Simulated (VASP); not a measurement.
Here is a VASP 6.6.1 calculation.

Contents of INCAR:

```
  PREC = Accurate
  ENCUT = 600
  EDIFF = 1E-6
  ISMEAR = 0
  SIGMA = 0.01
  LREAL = F
  LASPH = T
  NELM = 120
  ALGO = Normal
  ISIF = 2
  LWAVE = F
  LCHARG = F
  GGA = PE
  NBANDS = 37
  GGA_COMPAT = F
```

The input KPOINTS:

```
regular mesh
0
Gamma
  4 4 4
```

File POSCAR:

```
Cu2O
1.0
    4.2320201224      0.0000000000      0.0000000000
    0.0000000000      4.2320201224      0.0000000000
    0.0000000000      0.0000000000      4.2320201224
Cu O
4 2
Direct
    0.2500000000      0.2500000000      0.2500000000
    0.2500000000      0.7500000000      0.7500000000
    0.7500000000      0.7500000000      0.2500000000
    0.7500000000      0.2500000000      0.7500000000
    0.0000000000      0.0000000000      0.0000000000
    0.5000000000      0.5000000000      0.5000000000
```

Potentials or basis: VASP PAW PBE potentials, release 64 (Cu, O).

Run with:

```sh
$ cat potpaw_PBE.64/Cu/POTCAR potpaw_PBE.64/O/POTCAR > POTCAR
$ mpirun -np 1 vasp_std > vasp.out
```

(1) What does it give for the band gap on the k mesh?

(2) Estimate the pressure.

## Answers

(1) 0.58 eV, direct.

(2) 6.9 GPa.
